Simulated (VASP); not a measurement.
# SnO2 in VASP: notebook

SnO2 is run at these levels: r2SCAN; tasks: single point.

All numbers are computed with VASP 6.6.1; they aren't measurements. Logs are shortened: lines on timing, memory, paths and dates and some standing lists are left out, and cuts for length are marked.

### Step 1. The cell of the first run

The structure is orthorhombic, space group Pnnm (No. 58). Conventional cell: a = 4.757 Å, b = 4.758 Å, c = 3.200 Å, α = 90.00°, β = 90.00°, γ = 90.00°. Within 2.7 Å of Sn (site symmetry 2/m) lie 6 O at 2.06 to 2.07 Å. O (site symmetry m) has 3 Sn at 2.06 to 2.07 Å and 1 O at 2.62 Å within 2.7 Å.

### Step 2. Single point, r2SCAN

The input, POSCAR:

```
SnO2
1.0
    4.7574161824      0.0000000000      0.0000000000
    0.0000000000      4.7578756558      0.0000000000
    0.0000000000      0.0000000000      3.1997341718
Sn O
2 4
Direct
    0.5000000000      0.5000000000      0.5000000000
    0.0000000000      0.0000000000      0.0000000000
    0.3045748285      0.3065607663      0.0000000000
    0.8045748285      0.1934392337      0.5000000000
    0.1954251715      0.8065607663      0.5000000000
    0.6954251715      0.6934392337      0.0000000000
```

The input, INCAR.step1:

```
SYSTEM = SnO2
ALGO = Normal
EDIFF = 1E-4
ENCUT = 520
GGA = PE
ISMEAR = 0
LASPH = .True.
LCHARG = .False.
LREAL = .False.
LWAVE = .True.
NBANDS = 35
NELM = 80
PREC = Accurate
SIGMA = 0.1
```

The input, INCAR.step2:

```
SYSTEM = SnO2
ALGO = Normal
EDIFF = 1E-6
ENCUT = 520
ISIF = 2
ISMEAR = 0
ISTART = 1
LASPH = .True.
LCHARG = .False.
LMIXTAU = .True.
LREAL = .False.
LWAVE = .False.
METAGGA = R2SCAN
NBANDS = 35
NELM = 80
PREC = Accurate
SIGMA = 0.1
```

The input, KPOINTS:

```
k-points
0
Gamma
  4 4 6
  0 0 0
```

Potentials or basis: VASP PAW PBE potentials, release 64 (Sn_d, O).

The run is started by

```sh
$ cat potpaw_PBE.64/Sn_d/POTCAR potpaw_PBE.64/O/POTCAR > POTCAR
$ cp INCAR.step1 INCAR
$ mpirun -np 1 vasp_std > vasp.out
$ cp INCAR.step2 INCAR
$ mpirun -np 1 vasp_std > vasp.out
```

OUTCAR:

```text
SYSTEM = SnO2
   EDIFF = 1E-6
   ENCUT = 520
   ISIF = 2
   ISMEAR = 0
   ISTART = 1
   LASPH = .True.
   LREAL = .False.
   METAGGA = R2SCAN
   NELM = 80
   PREC = Accurate

 ion  position               nearest neighbor table
   1  0.500  0.500  0.500-   4 2.06   5 2.06   3 2.07   6 2.07   3 2.07   6 2.07   2 3.73   2 3.73
                             2 3.73   2 3.73   2 3.73   2 3.73   2 3.73   2 3.73
   2  0.000  0.000  0.000-   3 2.06   6 2.06   5 2.07   4 2.07   4 2.07   5 2.07   1 3.73   1 3.73
                             1 3.73   1 3.73   1 3.73   1 3.73   1 3.73   1 3.73
   3  0.305  0.307  0.000-   2 2.06   1 2.07   1 2.07
   4  0.805  0.193  0.500-   1 2.06   2 2.07   2 2.07
   5  0.195  0.807  0.500-   1 2.06   2 2.07   2 2.07
   6  0.695  0.693  0.000-   2 2.06   1 2.07   1 2.07

  LATTYP: Found a simple orthorhombic cell.
 ALAT       =     3.1997341718
 B/A-ratio  =     1.4868160688
 C/A-ratio  =     1.4869596661

  Lattice vectors:

 A1 = (   0.0000000000,   0.0000000000,   3.1997341718)
 A2 = (   4.7574161824,   0.0000000000,   0.0000000000)
 A3 = (   0.0000000000,   4.7578756558,   0.0000000000)

Analysis of symmetry for initial positions (statically):
=====================================================================
 Subroutine PRICEL returns:
 Original cell was already a primitive cell.

 Routine SETGRP: Setting up the symmetry group for a
 simple orthorhombic supercell.

 Subroutine GETGRP returns: Found  8 space group operations
 (whereof  4 operations were pure point group operations)
 out of a pool of  8 trial point group operations.

The static configuration has the point symmetry C_2h.
 The point group associated with its full space group is D_2h.

Analysis of symmetry for dynamics (positions and initial velocities):
=====================================================================
 Subroutine PRICEL returns:
 Original cell was already a primitive cell.

 Routine SETGRP: Setting up the symmetry group for a
 simple orthorhombic supercell.

 Subroutine GETGRP returns: Found  8 space group operations
 (whereof  4 operations were pure point group operations)
 out of a pool of  8 trial point group operations.

The dynamic configuration has the point symmetry C_2h.
 The point group associated with its full space group is D_2h.

 Subroutine INISYM returns: Found  8 space group operations
 (whereof  4 operations are pure point group operations),
 and found     1 'primitive' translations

----------------------------------------------------------------------------------------

                                     Primitive cell

  volume of cell :      72.4266

  direct lattice vectors                    reciprocal lattice vectors
     4.757416182  0.000000000  0.000000000     0.210198133  0.000000000  0.000000000
     0.000000000  4.757875656  0.000000000     0.000000000  0.210177834  0.000000000
     0.000000000  0.000000000  3.199734172     0.000000000  0.000000000  0.312525962

  length of vectors
     4.757416182  4.757875656  3.199734172     0.210198133  0.210177834  0.312525962

  position of ions in fractional coordinates (direct lattice)
     0.500000000  0.500000000  0.500000000
     0.000000000  0.000000000  0.000000000
     0.304574829  0.306560766  0.000000000
     0.804574829  0.193439234  0.500000000
     0.195425171  0.806560766  0.500000000
     0.695425171  0.693439234  0.000000000

  ion indices of the primitive-cell ions
   primitive index   ion index
                 1           1
                 2           2
                 3           3
                 4           4
                 5           5
                 6           6

----------------------------------------------------------------------------------------

 KPOINTS: k-points

Automatic generation of k-mesh.
 Grid dimensions read from file:
 generate k-points for:    4    4    6

 Generating k-lattice:

  Cartesian coordinates                     Fractional coordinates (reciprocal lattice)
     0.052549533  0.000000000  0.000000000     0.250000000  0.000000000  0.000000000
     0.000000000  0.052544459  0.000000000     0.000000000  0.250000000  0.000000000
     0.000000000  0.000000000  0.052087660     0.000000000  0.000000000  0.166666667

  Length of vectors
     0.052549533  0.052544459  0.052087660

  Shift w.r.t. Gamma in fractional coordinates (k-lattice)
     0.000000000  0.000000000  0.000000000

 Subroutine IBZKPT returns following result:
 ===========================================

 Found     36 irreducible k-points:

 Following reciprocal coordinates:
            Coordinates               Weight
  0.000000  0.000000  0.000000      1.000000
  0.250000  0.000000  0.000000      2.000000
  0.500000  0.000000  0.000000      1.000000
  0.000000  0.250000  0.000000      2.000000
  0.250000  0.250000  0.000000      4.000000
  0.500000  0.250000  0.000000      2.000000
[... 16 lines left out ...]
  0.250000  0.250000  0.333333      8.000000
[... 36 lines left out ...]
   EFERMI_NEDOS =   21; number of points for ismear=-14 and -15
   IALGO  =     38    algorithm
   IMIX   =      4    mixing-type and parameters
     AMIX     =   0.40;   BMIX     =  1.00
     AMIX_MAG =   1.60;   BMIX_MAG =  1.00
  volume/ion in A,a.u.               =      12.07        81.46
  Fermi-wavevector in a.u.,A,eV,Ry     =   1.465919  2.770185 29.237802  2.148918
  Thomas-Fermi vector in A             =   2.581718
   LORBIT       =      0    0 simple, 1 ext, 2 COOP (PROOUT), +10 PAW based schemes
   METAGGA = R2SCAN    functional components
   LHFCALC =     F    Hartree Fock is set to
   AEXX    =    0.0000 exact exchange contribution
   IVDW    =     0    specifies the selected vdW correction
   LEPSILON=     F    determine dielectric tensor
   LRPA    =     F    only Hartree local field effects (RPA)
 non-spin polarized calculation
 Gauss-broadening in eV      SIGMA  =   0.10
  energy-cutoff  :      520.00
  volume of cell :       72.43
 maximum number of plane-waves:      1992
 NGX is ok and might be reduce to    36
   NGX = 17   NGY = 17   NGZ = 11

 number of electron      52.0000003 magnetization

 Free energy of the ion-electron system (eV)
  ---------------------------------------------------
  ext. energy  EPLUGINS =         0.00000000
  ---------------------------------------------------
  free energy    TOTEN  =       -84.62795953 eV

  energy without entropy =      -84.62795953  energy(sigma->0) =      -84.62795953

 E-fermi :   6.0091     XC(G=0): -11.9774

 val. band max:        5.5737792752   @ k =   0.0000   0.0000   0.0000
 cond. band min:       7.3756881903   @ k =   0.0000   0.0000   0.0000
 fundamental gap:      1.8019089151
 Fermi energy:         6.0090763266

 k-point     1 :       0.0000    0.0000    0.0000
  band No.  band energies     occupation
      1     -16.1684      2.00000
      2     -15.2456      2.00000
      3     -14.9494      2.00000
      4     -14.9491      2.00000
      5     -14.9281      2.00000
      6     -14.8945      2.00000
[... 27 lines left out ...]
     34      18.7247      0.00000
     35      19.0134      0.00000

 k-point     2 :       0.2500    0.0000    0.0000
  band No.  band energies     occupation
      1     -16.0624      2.00000
      2     -15.3920      2.00000
      3     -14.9522      2.00000
      4     -14.9461      2.00000
      5     -14.9457      2.00000
      6     -14.9326      2.00000
[... 27 lines left out ...]
     34      18.6430      0.00000
     35      18.9600      0.00000

 k-point     3 :       0.5000    0.0000    0.0000
  band No.  band energies     occupation
      1     -15.7653      2.00000
      2     -15.7653      2.00000
      3     -14.9477      2.00000
      4     -14.9477      2.00000
      5     -14.9425      2.00000
      6     -14.9425      2.00000
[... 27 lines left out ...]
     34      18.8016      0.00000
     35      19.1423      0.00000
[... 723 lines left out ...]
 k-point    23 :       0.2500    0.2500    0.3333
  band No.  band energies     occupation
      1     -15.9560      2.00000
      2     -15.7048      2.00000
      3     -15.5125      2.00000
      4     -14.9956      2.00000
      5     -14.7836      2.00000
      6     -14.7542      2.00000
[... 27 lines left out ...]
     34      18.6345      0.00000
     35      19.0273      0.00000

 k-point    24 :       0.5000    0.2500    0.3333
  band No.  band energies     occupation
      1     -15.8696      2.00000
      2     -15.8696      2.00000
      3     -15.2559      2.00000
      4     -15.2559      2.00000
      5     -14.7707      2.00000
      6     -14.7707      2.00000
[... 27 lines left out ...]
     34      18.1684      0.00000
     35      19.1033      0.00000

 [... further k-points ...]

------------------------ aborting loop because EDIFF is reached ----------------------------------------

  FORCE on cell =-STRESS in cart. coord.  units (eV):
  Direction    XX          YY          ZZ          XY          YZ          ZX
  --------------------------------------------------------------------------------------
  -------------------------------------------------------------------------------------
  Total        0.4954424      0.5348277      0.7112358      0.0000000      0.0000000      0.0000000
  in kB       10.9598745     11.8311322     15.7335259      0.0000000      0.0000000      0.0000000
  external PRESSURE =      12.8415109 kB  Pullay stress =       0.0000000 kB

 VOLUME and BASIS-vectors are now :
 -----------------------------------------------------------------------------
  energy-cutoff  :      520.00
  volume of cell :       72.43
      direct lattice vectors                 reciprocal lattice vectors
     4.757416182  0.000000000  0.000000000     0.210198133  0.000000000  0.000000000
     0.000000000  4.757875656  0.000000000     0.000000000  0.210177834  0.000000000
     0.000000000  0.000000000  3.199734172     0.000000000  0.000000000  0.312525962

 POSITION                                       TOTAL-FORCE (eV/Angst)
 -----------------------------------------------------------------------------------
      2.37871      2.37894      1.59987         0.000000      0.000000      0.000000
      0.00000      0.00000      0.00000         0.000000      0.000000      0.000000
      1.44899      1.45858      0.00000         0.019687      0.012769      0.000000
      3.82770      0.92036      1.59987         0.019687     -0.012769      0.000000
      0.92972      3.83752      1.59987        -0.019687      0.012769     -0.000000
      3.30843      3.29930      0.00000        -0.019687     -0.012769      0.000000
 -----------------------------------------------------------------------------------
    total drift:                                0.000000      0.000000      0.000000

  FREE ENERGIE OF THE ION-ELECTRON SYSTEM (eV)
  ---------------------------------------------------
  free  energy   TOTEN  =       -84.6279595334 eV

  energy  without entropy=      -84.6279595334  energy(sigma->0) =      -84.62795953
```

Wall time 2.4 min (1 thread of Intel Xeon Platinum 8559C (Emerald Rapids), shared host); peak memory 0.23 GiB.

What came out:

```yaml
Free_energy: -84.6280 eV
Pressure: 1.3 GPa
Largest_force: 0.023 eV/Å
Band_gap_on_the_k_mesh: 1.80 eV
```

Forces on the atoms (eV/Å):
```
Sn   0.000  0.000  0.000
Sn   0.000  0.000  0.000
O    0.020  0.013  0.000
O    0.020 -0.013  0.000
O   -0.020  0.013  0.000
O   -0.020 -0.013  0.000
```

Stress tensor (GPa, compression positive):
```
1.10 0.00 0.00
0.00 1.18 0.00
0.00 0.00 1.57
```

Caveat: the PAW data sets were made with another functional, which shifts forces and pressure a little; spin-orbit coupling is left out, which moves the levels of the heavy elements.

### Step 3. Single point, r2SCAN

This run uses another cell than the first one, of 12.59 Å³/atom.

The input, POSCAR:

```
SnO2
1.0
    4.7880040000      0.0000000000      0.0000000000
    0.0000000000      4.8665820000      0.0000000000
    0.0000000000      0.0000000000      3.2408980000
Sn O
2 4
Direct
    0.5000000000      0.5000000000      0.5000000000
    0.0000000000      0.0000000000      0.0000000000
    0.2918550000      0.3210420000      0.0000000000
    0.7918550000      0.1789580000      0.5000000000
    0.2081450000      0.8210420000      0.5000000000
    0.7081450000      0.6789580000      0.0000000000
```

The input, INCAR.step1:

```
  ALGO = Normal
  EDIFF = 1E-4
  ENCUT = 520
  GGA = PE
  ISMEAR = 0
  LASPH = T
  LCHARG = F
  LREAL = F
  LWAVE = T
  NBANDS = 35
  NELM = 80
  PREC = Accurate
  SIGMA = 0.1
```

The input, INCAR.step2:

```
  ALGO = Normal
  EDIFF = 1E-6
  ENCUT = 520
  ISIF = 2
  ISMEAR = 0
  ISTART = 1
  LASPH = T
  LCHARG = F
  LMIXTAU = T
  LREAL = F
  LWAVE = F
  METAGGA = R2SCAN
  NBANDS = 35
  NELM = 80
  PREC = Accurate
  SIGMA = 0.1
```

The input, KPOINTS:

```
k-points
0
Gamma
  4 4 6
```

Potentials or basis: VASP PAW PBE potentials, release 64 (Sn_d, O).

The run is started by

```sh
$ cat potpaw_PBE.64/Sn_d/POTCAR potpaw_PBE.64/O/POTCAR > POTCAR
$ cp INCAR.step1 INCAR
$ mpirun -np 1 vasp_std > vasp.out
$ cp INCAR.step2 INCAR
$ mpirun -np 1 vasp_std > vasp.out
```

Wall time 2.3 min (1 thread of Intel Xeon Platinum 8559C (Emerald Rapids), shared host); peak memory 0.22 GiB.

The run converged. Its results:

| Item | Value |
| --- | --- |
| Free energy | -84.5550 eV |
| Pressure | -7.3 GPa |
| Largest force | 0.118 eV/Å |
| Band gap on the k mesh | 1.42 eV |

Forces on the atoms (eV/Å):
```
Sn   0.000  0.000  0.000
Sn   0.000  0.000  0.000
O    0.101 -0.059  0.000
O    0.101  0.059  0.000
O   -0.101 -0.059  0.000
O   -0.101  0.059  0.000
```

Stress tensor (GPa, compression positive):
```
-6.64  0.00  0.00
 0.00 -6.99  0.00
 0.00  0.00 -8.27
```

Levels at points of the mesh, in eV from the valence-band top:
```tsv
k point	band 22	band 23	band 24	band 25	band 26	band 27	band 28	band 29	band 30	band 31
(0.00, 0.00, 0.00)	-1.16	-1.12	-0.65	-0.64	0.00	1.42	6.44	6.83	6.99	11.09
(0.50, 0.00, 0.00)	-1.72	-1.10	-1.10	-0.46	-0.46	4.52	4.52	7.39	7.39	11.52
(0.00, 0.50, 0.00)	-1.92	-1.09	-1.09	-0.57	-0.57	4.67	4.67	7.86	7.86	11.33
(0.50, 0.50, 0.00)	-1.79	-1.22	-1.22	-0.77	-0.77	5.02	5.02	7.93	7.93	11.52
(0.00, 0.00, 0.50)	-2.47	-1.49	-1.49	-1.09	-1.09	6.42	6.42	10.26	10.26	11.23
(0.50, 0.00, 0.50)	-1.73	-0.86	-0.86	-0.70	-0.70	6.72	6.72	8.64	8.64	11.36
(0.00, 0.50, 0.50)	-1.43	-1.07	-1.07	-0.60	-0.60	6.62	6.62	8.42	8.42	11.86
(0.50, 0.50, 0.50)	-2.30	-0.86	-0.86	-0.71	-0.71	5.18	5.18	9.46	9.46	11.60
```

Caveat: the cell stands under tension; the PAW data sets were made with another functional, which shifts forces and pressure a little; spin-orbit coupling is left out, which moves the levels of the heavy elements.

### Step 4. Single point, r2SCAN

The input, POSCAR:

```
SnO2
1.0
    4.7585152707      0.0000000000      0.0000000000
    0.0000000000      4.7585903233      0.0000000000
    0.0000000000      0.0000000000      3.2000646720
Sn O
2 4
Direct
    0.5000000000      0.5000000000      0.5000000000
    0.0000000000      0.0000000000      0.0000000000
    0.3058724660      0.3059367099      0.0000000000
    0.8058724660      0.1940632901      0.5000000000
    0.1941275340      0.8059367099      0.5000000000
    0.6941275340      0.6940632901      0.0000000000
```

The input, INCAR.step1:

```
SYSTEM = SnO2
ALGO     = Normal         ! electronic algorithm
EDIFF    = 1E-4           ! SCF threshold, eV
ENCUT    = 520            ! plane-wave cutoff, eV
GGA      = PE             ! functional
ISMEAR   = 0              ! smearing method
LASPH    = .True.         ! aspherical terms in the spheres
LCHARG   = .False.        ! write CHGCAR
LREAL    = .False.        ! projectors in reciprocal space
LWAVE    = .True.         ! write WAVECAR
NBANDS   = 35             ! bands
NELM     = 80             ! most SCF steps
PREC     = Accurate       ! precision mode
SIGMA    = 0.02           ! smearing width, eV
```

The input, INCAR.step2:

```
SYSTEM = SnO2
ALGO     = Normal         ! electronic algorithm
EDIFF    = 1E-7           ! SCF threshold, eV
ENCUT    = 520            ! plane-wave cutoff, eV
ISIF     = 2              ! what is computed and relaxed
ISMEAR   = 0              ! smearing method
ISTART   = 1            
LASPH    = .True.         ! aspherical terms in the spheres
LCHARG   = .False.        ! write CHGCAR
LMIXTAU  = .True.       
LREAL    = .False.        ! projectors in reciprocal space
LWAVE    = .False.        ! write WAVECAR
METAGGA  = R2SCAN         ! meta-GGA
NBANDS   = 35             ! bands
NELM     = 80             ! most SCF steps
PREC     = Accurate       ! precision mode
SIGMA    = 0.02           ! smearing width, eV
```

The input, KPOINTS:

```
k-points
0
Gamma
  6 6 8
  0 0 0
```

The run is started by

```sh
$ cat potpaw_PBE.64/Sn_d/POTCAR potpaw_PBE.64/O/POTCAR > POTCAR
$ cp INCAR.step1 INCAR
$ mpirun -np 1 vasp_std > vasp.out
$ cp INCAR.step2 INCAR
$ mpirun -np 1 vasp_std > vasp.out
```

Wall time 5.4 min (1 thread of Intel Xeon Platinum 8559C (Emerald Rapids), shared host); peak memory 0.28 GiB.

The run converged. Its results:

- Free energy: -84.6290 eV
- Pressure: 1.3 GPa
- Largest force: 0.030 eV/Å
- Band gap on the k mesh: 1.80 eV

Forces on the atoms (eV/Å):
```
Sn   0.000  0.000  0.000
Sn   0.000  0.000  0.000
O   -0.021 -0.021  0.000
O   -0.021  0.021  0.000
O    0.021 -0.021  0.000
O    0.021  0.021  0.000
```

Stress tensor (GPa, compression positive):
```
1.09 0.00 0.00
0.00 1.09 0.00
0.00 0.00 1.63
```

Levels at points of the mesh, in eV from the valence-band top:
```
           k point  band 22  band 23  band 24  band 25  band 26  band 27  band 28  band 29  band 30  band 31
(0.00, 0.00, 0.00)    -1.22    -1.22    -0.78    -0.78     0.00     1.80     6.82     7.05     7.06    11.11
(0.50, 0.00, 0.00)    -1.97    -1.17    -1.17    -0.62    -0.62     5.01     5.01     7.81     7.81    11.90
(0.00, 0.50, 0.00)    -1.97    -1.17    -1.17    -0.62    -0.62     5.01     5.01     7.81     7.81    11.90
(0.50, 0.50, 0.00)    -1.96    -1.30    -1.30    -0.92    -0.92     5.45     5.45     8.22     8.22    11.93
(0.00, 0.00, 0.50)    -2.59    -1.67    -1.67    -1.27    -1.27     6.88     6.88    10.54    10.54    11.56
(0.50, 0.00, 0.50)    -1.73    -1.11    -1.11    -0.69    -0.69     7.16     7.16     8.86     8.86    11.94
(0.00, 0.50, 0.50)    -1.73    -1.11    -1.11    -0.69    -0.69     7.16     7.16     8.86     8.86    11.94
(0.50, 0.50, 0.50)    -2.35    -0.96    -0.96    -0.85    -0.85     5.53     5.53     9.65     9.65    11.92
```

Caveat: the PAW data sets were made with another functional, which shifts forces and pressure a little; spin-orbit coupling is left out, which moves the levels of the heavy elements.

### Step 5. The runs side by side

```tsv
cell	k mesh	smearing	gap on the mesh (eV)	pressure (GPa)	largest force (eV/Å)
a = 4.757, b = 4.758, c = 3.200 Å, 6 atoms, atomic positions A	4 × 4 × 6	gaussian 0.1 eV	1.80	1.3	0.02
a = 4.788, b = 4.867, c = 3.241 Å, 6 atoms, atomic positions B	4 × 4 × 6	gaussian 0.1 eV	1.42	-7.3	0.12
a = 4.759, b = 4.759, c = 3.200 Å, 6 atoms, atomic positions C	6 × 6 × 8	gaussian 0.02 eV	1.80	1.3	0.03
```

Alike in all rows: task single point; level r2SCAN; potentials or basis VASP PAW PBE potentials, release 64 (Sn_d, O); no spin polarisation; cutoff (eV) 520.

Caveats: the PAW data sets were made with another functional, which shifts forces and pressure a little; spin-orbit coupling is left out, which moves the levels of the heavy elements; the cell stands under tension (at least some runs).

Total energies depend on the potentials used, so only differences within one code and one set of settings carry meaning.
